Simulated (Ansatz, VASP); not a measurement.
ScSbTe3 in VASP and in Ansatz

```
Sc Sb Te
1.0
     3.99616    0.00000    0.00000
     0.00000    3.99616    0.00000
     0.00000    0.00000   10.17573
Sc Sb Te
1 1 3
Direct
  0.50000 0.50000 0.50000
  0.50000 0.50000 0.00000
  0.00000 0.00000 0.50000
  0.00000 0.00000 0.83580
  0.00000 0.00000 0.16420
```

Alike in both runs: functional PBE; k mesh 4 × 4 × 2; occupations gaussian, width 0.1 eV; no spin polarisation.

Ansatz relaxed the structure, and its values are those at the end. VASP's run is a single point on that final structure, the one shown.

|  | VASP | Ansatz |
| --- | --- | --- |
| version | VASP 6.6.1 | Ansatz 0.2.0 |
| potentials or method | VASP PAW PBE potentials, release 64 (Sc_sv, Sb, Te), cutoff 520 eV | scalar-relativistic, plane waves, PAW |
| valence electrons in the cell | 34 | 74 |

Ansatz gave:

```
gap on the k mesh at the Fermi level (eV) : none
pressure (GPa)                            : 0.3
rms of the force components (eV/Å)        : 0.001
```

Problem. Which values does VASP return?

Solution. gap on the k mesh at the Fermi level (eV): none; pressure (GPa): 0.3; rms of the force components (eV/Å): 0.004.

A gap of «none» marks a metal or a gap that the smearing closes. The functional is the same, so the differences come from potentials, cutoffs and numerics. VASP's potentials hold 34 valence electrons a cell and Ansatz's 74, so a difference there can come from the potentials and not from the codes.

The k mesh is coarse, so the values compare programs but aren't converged. Neither program's run includes spin-orbit coupling.
